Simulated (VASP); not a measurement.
Crystal: Sn.

```
Sn
1.0
    -1.89465    1.89465    1.89465
     1.89465   -1.89465    1.89465
     1.89465    1.89465   -1.89465
Sn
1
Cartesian
  0.0000 0.0000 0.0000
```

* Program: VASP 6.6.1
* Task: relaxation of cell and atoms
* Functional: PBEsol
* Potentials or basis: VASP PAW PBE potentials, release 64 (Sn_d)
* Cutoff: 600 eV
* k mesh: 16 × 16 × 16
* Occupations: gaussian, width 0.1 eV
* Spin: no spin polarisation

At the start: pressure -1.7 GPa; volume 27.20 Å³/atom.

How do energy, volume and symmetry change on relaxing?

Over 3 steps the energy falls by 5.5 meV/atom and the volume is 26.25 Å³/atom (-3.5 %); space group Im-3m (No. 229, to 0.05 Å).

The path:
```tsv
step	energy change (eV)	largest force (eV/Å)	pressure (GPa)	volume (Å³)
1	0.0000	0.0000	-1.72	27.20
2	-0.0053	0.0000	0.41	26.07
3	-0.0055	0.0000	0.00	26.25
```

Final structure:
```cif
data_structure
_symmetry_space_group_name_H-M 'P 1'
_symmetry_Int_Tables_number 1
_cell_length_a 3.2427
_cell_length_b 3.2427
_cell_length_c 3.2427
_cell_angle_alpha 109.471
_cell_angle_beta 109.471
_cell_angle_gamma 109.471
_cell_volume 26.25
loop_
_atom_site_label
_atom_site_type_symbol
_atom_site_fract_x
_atom_site_fract_y
_atom_site_fract_z
_atom_site_occupancy
Sn1 Sn 0.00000 0.00000 0.00000 1
```

Caveat: the PAW data sets were made with another functional, which shifts forces and pressure a little.
